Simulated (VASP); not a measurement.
CoSi2, 3 atoms in the cell. It takes space group Cm (No. 8, monoclinic). Conventional cell: a = 5.360 Å, b = 5.360 Å, c = 3.790 Å, α = 90.00°, β = 135.00°, γ = 90.00°. Within 2.9 Å of Co (site symmetry m) lie 8 Si at 2.19 to 2.46 Å. Within 3.0 Å of Si (site symmetry 1) lie 4 Co at 2.19 to 2.46 Å and 6 Si at 2.43 to 2.93 Å.  This cell differs from its parent crystal: atoms displaced along several vibrational modes.

| Item | Value |
| --- | --- |
| Program | VASP 6.6.1 |
| Task | single point |
| Functional | PBE |
| Potentials or basis | VASP PAW PBE potentials, release 64 (Co, Si) |
| Cutoff | 520 eV |
| k mesh | 12 × 12 × 12 |
| Occupations | gaussian, width 0.15 eV |
| Spin | no spin polarisation |
| Dipole correction | no |
| Further INCAR settings | ALGO = Normal; EDIFF = 1e-06; NBANDS = 16 |

Potentials or basis: VASP PAW PBE potentials, release 64 (Co, Si).

Run with:

```console
$ cat potpaw_PBE.64/Co/POTCAR potpaw_PBE.64/Si/POTCAR > POTCAR
$ mpirun -np 1 vasp_std > vasp.out
```

Hardware: 1 thread of AMD EPYC 7R13 Processor (Zen 3) (shared host).

**Question.** Estimate the wall time of this run.

**Answer.** Wall time 3 min on 1 thread of AMD EPYC 7R13 Processor (Zen 3), on a shared host, peak memory 0.36 GiB. Counts: scf iterations 13, k points 476.
